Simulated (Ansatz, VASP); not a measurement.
## TaRu in VASP and in Ansatz

File INCAR:

```
PREC = Accurate
ENCUT = 520
EDIFF = 1E-8
ISMEAR = -1
SIGMA = 0.05
LREAL = False
LASPH = True
NELM = 60
ALGO = Normal
ISIF = 2
LWAVE = False
LCHARG = False
LEFG = True
NBANDS = 20
```

Contents of KPOINTS:

```
regular mesh
0
Gamma
  11 11 10
```

POSCAR

```
TaRu
1.0
    2.9906763899      0.0000000000      0.0000000000
    0.0000000000      2.9906763899      0.0000000000
    0.0000000000      0.0000000000      3.3198173224
Ta Ru
1 1
Direct
    0.5000000000      0.5000000000      0.5000000000
    0.0000000000      0.0000000000      0.0000000000
```

Input for Ansatz:

```yaml
crystal:
  lattice:
    - [2.9906763899, 0.0, 0.0]
    - [0.0, 2.9906763899, 0.0]
    - [0.0, 0.0, 3.3198173224]
  atoms:
    - { symbol: Ta, position: [0.5, 0.5, 0.5] }
    - { symbol: Ru, position: [0.0, 0.0, 0.0] }
kpoints:
  mp_grid: { grid: [11, 11, 10] }
scf:
  occupations: { method: fermi_dirac, width: 0.05 }
hamiltonian:
  xc: lda
  pseudopotentials: { kind: all_electron, datasets: crystal }
output:
  forces: true
  stress: true
  eigenvalues: true
  efg: { contact_densities: true }
```

Change from the starting cell: volume scaled by 0.94, crystal datasets.

Alike in both runs: task electric field gradients; functional LDA; k mesh 11 × 11 × 10; occupations fermi-dirac, width 0.05 eV; no spin polarisation.

```csv
,VASP,Ansatz
version,VASP 6.6.1,Ansatz 0.2.0
potentials or method,"VASP PAW LDA potentials, release 64 (Ta_pv, Ru_pv), cutoff 520 eV","all-electron PAW with datasets made for the crystal, scalar-relativistic"
```

|  | VASP | Ansatz | Ansatz less VASP |
| --- | --- | --- | --- |
| pressure (GPa) | 7.8 | 6.7 | -1.08 |
| traceless stress, the component that is largest in VASP (GPa) | 0.14 | 0.25 | +0.112 |
| size of Vzz on the site where it differs most (V/Å²) | 38.3 | 32.2 | -6.13 |

LDA's correlation is that of Perdew and Zunger in VASP and of Perdew and Wang (1992) in Ansatz. Ansatz ran all-electron here, and VASP with PAW potentials.

Spin-orbit coupling is off throughout.
